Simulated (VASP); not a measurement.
Here is a VASP 6.6.1 calculation.

File INCAR:

```
SYSTEM = SiW3
  ALGO = Normal
  EDIFF = 1E-6
  ENCUT = 500
  GGA = PE
  GGA_COMPAT = .False.
  ISIF = 2
  ISMEAR = 0
  LASPH = .True.
  LCHARG = .True.
  LELF = .True.
  LREAL = .False.
  LVHAR = .True.
  LWAVE = .False.
  NBANDS = 31
  NELM = 120
  PREC = Accurate
  SIGMA = 0.02
```

The input KPOINTS:

```
k-points
0
Gamma
  6 6 6
  0 0 0
```

The input POSCAR:

```
SiW3
1.0
   -2.6072809089      2.6072809089      2.6072809089
    2.6072809089     -2.6072809089      2.6072809089
    2.6072809089      2.6072809089     -2.6072809089
Si W
1 3
Direct
    0.0000000000      0.0000000000      0.0000000000
    0.5000000000      0.5000000000      0.0000000000
    0.5000000000      0.0000000000      0.5000000000
    0.0000000000      0.5000000000      0.5000000000
```

Potentials or basis: VASP PAW PBE potentials, release 64 (Si, W_sv).

The run is started by

```console
$ cat potpaw_PBE.64/Si/POTCAR potpaw_PBE.64/W_sv/POTCAR > POTCAR
$ mpirun -np 1 vasp_std > vasp.out
```

Problem. Predict the band gap on the k mesh.

Solution. Zero (bands 23 and 24 overlap by 1.50 eV).

Problem. Estimate the pressure.

Solution. 0.3 GPa.

Caveat: spin-orbit coupling is left out, which moves the levels of the heavy elements.
